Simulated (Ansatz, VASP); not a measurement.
# Si2Mo in VASP and in Ansatz

```xyz
3
Lattice="-1.6160 1.6160 3.9305 1.6160 -1.6160 3.9305 1.6160 1.6160 -3.9305" Properties=species:S:1:pos:R:3 pbc="T T T"
Mo    0.0000    0.0000    0.0000
Si    0.0000    0.0000    5.2433
Si    0.0000    0.0000    2.6177
```

Alike in both runs: functional PBE; k mesh 10 × 10 × 10; occupations fermi-dirac, width 0.05 eV; no spin polarisation.

```csv
,VASP,Ansatz
version,VASP 6.6.1,Ansatz 0.2.0
potentials or method,"VASP PAW PBE potentials, release 64 (Mo_sv, Si)",Ansatz PAW
plane-wave cutoff (eV),520,420
valence electrons in the cell,22,22
task,single point,band structure
```

|  | VASP | Ansatz | Ansatz less VASP |
| --- | --- | --- | --- |
| gap on the k mesh at the Fermi level (eV) | none | none | - |
| pressure (GPa) | -1.6 | -1.7 | -0.15 |
| traceless stress, the component that is largest in VASP (GPa) | 1.23 | 1.24 | +0.005 |
| rms of the force components (eV/Å) | 0.154 | 0.156 | +0.0019 |

Atom by atom the forces differ by 0.002 eV/Å (rms over components). A gap of «none» marks a metal or a gap that the smearing closes. The functional is the same, so the differences come from potentials, cutoffs and numerics.
